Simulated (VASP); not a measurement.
# Cs (P6_3/mmc) in VASP: further runs, part 2 of 2

VASP 6.6.1.

## (4) Single point, PBEsol (strain along c alone, the other axes held: -1.5 %)

INCAR

```
SYSTEM = Cs
  PREC = Accurate
  ENCUT = 520
  EDIFF = 1E-7
  ISMEAR = 0
  SIGMA = 0.1
  LREAL = .False.
  LASPH = .True.
  NELM = 80
  ALGO = Fast
  ISIF = 2
  LWAVE = .False.
  LCHARG = .False.
  GGA = PS
  NBANDS = 26
```

KPOINTS

```
regular mesh
0
Gamma
  12 12 4
  0 0 0
```

POSCAR

```
Cs
1.0
    5.3666386631      0.0000000000      0.0000000000
   -2.6833193315      4.6476454151      0.0000000000
    0.0000000000      0.0000000000     17.2828277379
Cs
4
Direct
    0.0000000000      0.0000000000      0.0000000000
    0.3333333333      0.6666666667      0.2500000000
    0.0000000000      0.0000000000      0.5000000000
    0.6666666667      0.3333333333      0.7500000000
```

Started as:

```
$ cat potpaw_PBE.64/Cs_sv/POTCAR > POTCAR
$ mpirun -np 1 vasp_std > vasp.out
```

It took 5.7 min on 1 thread of AMD EPYC 9R45 (Zen 5), shared host; peak memory 0.75 GiB.

The run converged. Its results:

| Item | Value |
| --- | --- |
| Free energy | -3.7828 eV |
| Pressure | 0.0 GPa |
| Band gap on the k mesh | zero (bands 18 and 19 overlap by 1.76 eV) |

Levels at points of the mesh, in eV from the Fermi level:
| k point | band 14 | band 15 | band 16 | band 17 | band 18 | band 19 | band 20 | band 21 | band 22 | band 23 |
| --- | --- | --- | --- | --- | --- | --- | --- | --- | --- | --- |
| (0.00, 0.00, 0.00) | -10.51 | -10.51 | -10.50 | -1.74 | -1.08 | -1.08 | -0.03 | 0.88 | 1.68 | 1.70 |
| (0.50, 0.00, 0.00) | -10.55 | -10.53 | -10.53 | -0.05 | 0.13 | 0.21 | 0.30 | 0.80 | 0.98 | 0.99 |
| (0.00, 0.00, 0.50) | -10.51 | -10.51 | -10.51 | -1.57 | -1.57 | -0.44 | -0.44 | 1.18 | 1.18 | 2.24 |
| (0.50, 0.00, 0.50) | -10.54 | -10.53 | -10.53 | 0.03 | 0.03 | 0.26 | 0.26 | 0.85 | 0.85 | 1.04 |

Caveat: the cell differs from its parent crystal (strain along c alone, the other axes held: -1.5 %); the PAW data sets were made with another functional, which shifts forces and pressure a little; spin-orbit coupling is left out, which moves the levels of the heavy elements.

## (5) Single point, PBEsol (strain along c alone, the other axes held: +1.5 %)

INCAR

```
SYSTEM = Cs
PREC = Accurate
ENCUT = 520
EDIFF = 1E-6
ISMEAR = 0
SIGMA = 0.1
LREAL = .False.
LASPH = .True.
NELM = 60
ALGO = Fast
ISIF = 2
LWAVE = .False.
LCHARG = .False.
GGA = PS
NBANDS = 26
```

KPOINTS

```
Automatic mesh
0
Gamma
  12 12 4
  0 0 0
```

Changes to POSCAR since step 4:

```diff
@@ -4,3 +4,3 @@
    -2.6833193315      4.6476454151      0.0000000000
-    0.0000000000      0.0000000000     17.2828277379
+    0.0000000000      0.0000000000     17.8092082781
 Cs
```

Potentials or basis: VASP PAW PBE potentials, release 64 (Cs_sv).

Started as:

```
$ cat potpaw_PBE.64/Cs_sv/POTCAR > POTCAR
$ mpirun -np 1 vasp_std > vasp.out
```

OUTCAR:

```text
SYSTEM = Cs
   PREC = Accurate
   ENCUT = 520
   EDIFF = 1E-6
   ISMEAR = 0
   LREAL = .False.
   LASPH = .True.
   NELM = 60
   ISIF = 2
   GGA = PS

 ion  position               nearest neighbor table
   1  0.000  0.000  0.000-
   2  0.333  0.667  0.250-
   3  0.000  0.000  0.500-
   4  0.667  0.333  0.750-

  LATTYP: Found a hexagonal cell.
 ALAT       =     5.3666386631
 C/A-ratio  =     3.3185033307

  Lattice vectors:

 A1 = (   5.3666386631,   0.0000000000,   0.0000000000)
 A2 = (  -2.6833193315,   4.6476454151,   0.0000000000)
 A3 = (   0.0000000000,   0.0000000000,  17.8092082781)

Analysis of symmetry for initial positions (statically):
=====================================================================
 Subroutine PRICEL returns:
 Original cell was already a primitive cell.

 Routine SETGRP: Setting up the symmetry group for a
 hexagonal supercell.

 Subroutine GETGRP returns: Found 24 space group operations
 (whereof 12 operations were pure point group operations)
 out of a pool of 24 trial point group operations.

The static configuration has the point symmetry D_3d.
 The point group associated with its full space group is D_6h.

Analysis of symmetry for dynamics (positions and initial velocities):
=====================================================================
 Subroutine PRICEL returns:
 Original cell was already a primitive cell.

 Routine SETGRP: Setting up the symmetry group for a
 hexagonal supercell.

 Subroutine GETGRP returns: Found 24 space group operations
 (whereof 12 operations were pure point group operations)
 out of a pool of 24 trial point group operations.

The dynamic configuration has the point symmetry D_3d.
 The point group associated with its full space group is D_6h.

 Subroutine INISYM returns: Found 24 space group operations
 (whereof 12 operations are pure point group operations),
 and found     1 'primitive' translations

----------------------------------------------------------------------------------------

                                     Primitive cell

  volume of cell :     444.2014

  direct lattice vectors                    reciprocal lattice vectors
     5.366638663  0.000000000  0.000000000     0.186336376  0.107581357  0.000000000
    -2.683319331  4.647645415  0.000000000     0.000000000  0.215162714  0.000000000
     0.000000000  0.000000000 17.809208278     0.000000000  0.000000000  0.056150727

  length of vectors
     5.366638663  5.366638663 17.809208278     0.215162714  0.215162714  0.056150727

  position of ions in fractional coordinates (direct lattice)
     0.000000000  0.000000000  0.000000000
     0.333333333  0.666666667  0.250000000
     0.000000000  0.000000000  0.500000000
     0.666666667  0.333333333  0.750000000

  ion indices of the primitive-cell ions
   primitive index   ion index
                 1           1
                 2           2
                 3           3
                 4           4

----------------------------------------------------------------------------------------

 KPOINTS: Automatic mesh

Automatic generation of k-mesh.
 Grid dimensions read from file:
 generate k-points for:   12   12    4

 Generating k-lattice:

  Cartesian coordinates                     Fractional coordinates (reciprocal lattice)
     0.015528031  0.008965113  0.000000000     0.083333333  0.000000000  0.000000000
     0.000000000  0.017930226  0.000000000     0.000000000  0.083333333  0.000000000
     0.000000000  0.000000000  0.014037682     0.000000000  0.000000000  0.250000000

  Length of vectors
     0.017930226  0.017930226  0.014037682

  Shift w.r.t. Gamma in fractional coordinates (k-lattice)
     0.000000000  0.000000000  0.000000000

 Subroutine IBZKPT returns following result:
 ===========================================

 Found     57 irreducible k-points:

 Following reciprocal coordinates:
            Coordinates               Weight
  0.000000  0.000000  0.000000      1.000000
  0.083333 -0.000000  0.000000      6.000000
  0.166667  0.000000  0.000000      6.000000
  0.250000  0.000000  0.000000      6.000000
  0.333333  0.000000  0.000000      6.000000
  0.416667  0.000000  0.000000      6.000000
[... 16 lines left out ...]
  0.250000  0.000000  0.250000     12.000000
  0.333333  0.000000  0.250000     12.000000
 [... further k-points ...]
   k-points           NKPTS =     57   k-points in BZ     NKDIM =     57   number of bands    NBANDS=     26
   number of dos      NEDOS =    301   number of ions     NIONS =      4
   total plane-waves  NPLWV = 224000
   dimension x,y,z NGX =    40 NGY =   40 NGZ =  140
   dimension x,y,z NGXF=    80 NGYF=   80 NGZF=  280
   ions per type =               4
   NGX,Y,Z   is equivalent  to a cutoff of  12.39, 12.39, 13.07 a.u.
   NGXF,Y,Z  is equivalent  to a cutoff of  24.78, 24.78, 26.14 a.u.
 SYSTEM =  Cs
   PREC   = accura    normal or accurate (medium, high low for compatibility)
   ISTART =      0    job   : 0-new  1-cont  2-samecut
   ICHARG =      2    charge: 1-file 2-atom 10-const
   ISPIN  =      1    spin polarized calculation?
   LNONCOLLINEAR =      F non collinear calculations
   LSORBIT =      F    spin-orbit coupling
   LASPH  =      T    aspherical Exc in radial PAW
   ENCUT  =  520.0 eV  38.22 Ry    6.18 a.u.   9.98  9.98 33.11*2*pi/ulx,y,z
   NELM   =     60;   NELMIN=  2; NELMDL= -5     # of ELM steps
   EDIFF  = 0.1E-05   stopping-criterion for ELM
   LREAL  =      F    real-space projection
   EDIFFG = 0.1E-04   stopping-criterion for IOM
   NSW    =      0    number of steps for IOM
   IBRION =     -1    ionic relax: 0-MD 1-quasi-New 2-CG
   NFREE  =      0    steps in history (QN), initial steepest desc. (CG)
   ISIF   =      2    stress and relaxation
   ISYM   =      2    0-nonsym 1-usesym 2-fastsym
   POTIM  = 0.5000    time-step for ionic-motion
   TEBEG  =    0.0;   TEEND  =   0.0 temperature during run
   PSTRESS=    0.0 pullay stress
   NELECT =      36.0000    total number of electrons
   NUPDOWN=      -1.0000    fix difference up-down
   EMIN   =  10.00;   EMAX   =-10.00  energy-range for DOS
   EFERMI =   0.00;   METHOD = LEGACY
   ISMEAR =     0;   SIGMA  =   0.10  broadening in eV -4-tet -1-fermi 0-gaus
   EFERMI_NEDOS =   21; number of points for ismear=-14 and -15
   IALGO  =     68    algorithm
   IMIX   =      4    mixing-type and parameters
     AMIX     =   0.40;   BMIX     =  1.00
     AMIX_MAG =   1.60;   BMIX_MAG =  1.00
  volume/ion in A,a.u.               =     111.05       749.40
  Fermi-wavevector in a.u.,A,eV,Ry     =   0.708461  1.338796  6.828987  0.501916
  Thomas-Fermi vector in A             =   1.794782
   LORBIT       =      0    0 simple, 1 ext, 2 COOP (PROOUT), +10 PAW based schemes
   GGA     = PS    functional components
   LHFCALC =     F    Hartree Fock is set to
   AEXX    =    0.0000 exact exchange contribution
   IVDW    =     0    specifies the selected vdW correction
   LEPSILON=     F    determine dielectric tensor
   LRPA    =     F    only Hartree local field effects (RPA)
 non-spin polarized calculation
 RMM-DIIS sequential band-by-band and
 Gauss-broadening in eV      SIGMA  =   0.10
  energy-cutoff  :      520.00
  volume of cell :      444.20
 maximum number of plane-waves:     11998
 NGX is ok and might be reduce to    40
   NGX = 19   NGY = 19   NGZ = 67

 number of electron      36.0000003 magnetization

 Free energy of the ion-electron system (eV)
  ---------------------------------------------------
  ext. energy  EPLUGINS =         0.00000000
  ---------------------------------------------------
  free energy    TOTEN  =        -3.78132827 eV

  energy without entropy =       -3.75555235  energy(sigma->0) =       -3.76844031

 E-fermi :   0.4525     XC(G=0):  -5.5677

 val. band max:        0.4500442937   @ k =   0.0833   0.0833   0.2500
 cond. band min:       0.4528185453   @ k =   0.5000   0.0000   0.2500
 fundamental gap:      0.0027742516
 Fermi energy:         0.4524621702

 k-point     1 :       0.0000    0.0000    0.0000
  band No.  band energies     occupation
      1     -23.3614      2.00000
      2     -23.3582      2.00000
      3     -23.3579      2.00000
      4     -23.3547      2.00000
      5     -10.2274      2.00000
      6     -10.1547      2.00000
[... 685 lines left out ...]
     25       2.0241      0.00000
     26       2.1005      0.00000

 [... further k-points ...]

------------------------ aborting loop because EDIFF is reached ----------------------------------------

  FORCE on cell =-STRESS in cart. coord.  units (eV):
  Direction    XX          YY          ZZ          XY          YZ          ZX
  --------------------------------------------------------------------------------------
  -------------------------------------------------------------------------------------
  Total       -0.0495387     -0.0495387     -0.2336039     -0.0000000     -0.0000000      0.0000000
  in kB       -0.1786799     -0.1786799     -0.8425791     -0.0000000     -0.0000000      0.0000000
  external PRESSURE =      -0.3999796 kB  Pullay stress =       0.0000000 kB

 VOLUME and BASIS-vectors are now :
 -----------------------------------------------------------------------------
  energy-cutoff  :      520.00
  volume of cell :      444.20
      direct lattice vectors                 reciprocal lattice vectors
     5.366638663  0.000000000  0.000000000     0.186336376  0.107581357  0.000000000
    -2.683319331  4.647645415  0.000000000     0.000000000  0.215162714  0.000000000
     0.000000000  0.000000000 17.809208278     0.000000000  0.000000000  0.056150727

 POSITION                                       TOTAL-FORCE (eV/Angst)
 -----------------------------------------------------------------------------------
      0.00000      0.00000      0.00000         0.000000      0.000000     -0.000000
     -0.00000      3.09843      4.45230        -0.000000     -0.000000      0.000000
      0.00000      0.00000      8.90460         0.000000      0.000000     -0.000000
      2.68332      1.54922     13.35691         0.000000      0.000000     -0.000000
 -----------------------------------------------------------------------------------
    total drift:                                0.000000      0.000000     -0.000000

  FREE ENERGIE OF THE ION-ELECTRON SYSTEM (eV)
  ---------------------------------------------------
  free  energy   TOTEN  =        -3.7813282703 eV

  energy  without entropy=       -3.7555523535  energy(sigma->0) =       -3.76844031
```

OSZICAR:

```text
N       E                     dE             d eps       ncg     rms          rms(c)
DAV:   1     0.286653485451E+03    0.28665E+03   -0.11978E+04  2964   0.102E+03
DAV:   2     0.411549801133E+02   -0.24550E+03   -0.23966E+03  4226   0.181E+02
DAV:   3    -0.267885123325E+01   -0.43834E+02   -0.43617E+02  3740   0.785E+01
DAV:   4    -0.377193213892E+01   -0.10931E+01   -0.10924E+01  3764   0.152E+01
DAV:   5    -0.378069415843E+01   -0.87620E-02   -0.87603E-02  3886   0.141E+00    0.253E-01
RMM:   6    -0.378002231525E+01    0.67184E-03   -0.48853E-03  3482   0.295E-01    0.176E-01
RMM:   7    -0.378106561758E+01   -0.10433E-02   -0.13792E-02  3487   0.441E-01    0.644E-02
RMM:   8    -0.378130154242E+01   -0.23592E-03   -0.76208E-04  3968   0.126E-01    0.844E-03
RMM:   9    -0.378132554798E+01   -0.24006E-04   -0.17304E-04  4054   0.522E-02    0.401E-03
RMM:  10    -0.378132818469E+01   -0.26367E-05   -0.30314E-05  4024   0.212E-02    0.224E-03
RMM:  11    -0.378132827026E+01   -0.85571E-07   -0.76907E-06  3609   0.997E-03
   1 F= -.37813283E+01 E0= -.37684403E+01  d E =-.257759E-01
```

It took 4.5 min on 1 thread of AMD EPYC 9R45 (Zen 5), shared host; peak memory 0.77 GiB.

What came out:

```yaml
Free_energy: -3.7813 eV
Pressure: 0.0 GPa
Band_gap_on_the_k_mesh: zero (bands 18 and 19 overlap by 1.80 eV)
```

Caveat: the cell differs from its parent crystal (strain along c alone, the other axes held: +1.5 %); the PAW data sets were made with another functional, which shifts forces and pressure a little; spin-orbit coupling is left out, which moves the levels of the heavy elements.

## (6) Overview

| cell | further INCAR settings | gap on the mesh (eV) | pressure (GPa) |
| --- | --- | --- | --- |
| a = 5.367, b = 5.367, c = 17.546 Å, angles 90.0, 90.0, 120.0°, 4 atoms | ALGO = Fast; EDIFF = 1e-06; NBANDS = 26 | none | 0.0 |
| a = 5.447, b = 5.447, c = 17.809 Å, angles 90.0, 90.0, 120.0°, 4 atoms | ALGO = Fast; EDIFF = 1e-07; NBANDS = 26 | none | -0.1 |
| a = 5.367, b = 5.367, c = 17.283 Å, angles 90.0, 90.0, 120.0°, 4 atoms | ALGO = Fast; EDIFF = 1e-07; NBANDS = 26 | none | 0.0 |
| a = 5.367, b = 5.367, c = 17.809 Å, angles 90.0, 90.0, 120.0°, 4 atoms | ALGO = Fast; EDIFF = 1e-06; NBANDS = 26 | none | 0.0 |

Alike in all rows: task single point; level PBEsol; potentials or basis VASP PAW PBE potentials, release 64 (Cs_sv); no spin polarisation; k mesh 12 × 12 × 4; cutoff (eV) 520; smearing gaussian 0.1 eV.

Caveats: the PAW data sets were made with another functional, which shifts forces and pressure a little; spin-orbit coupling is left out, which moves the levels of the heavy elements.

Total energies depend on the potentials used, so only differences within one code and one set of settings carry meaning.

The gap in the log of VASP goes by the Fermi energy; the results here count the filled bands.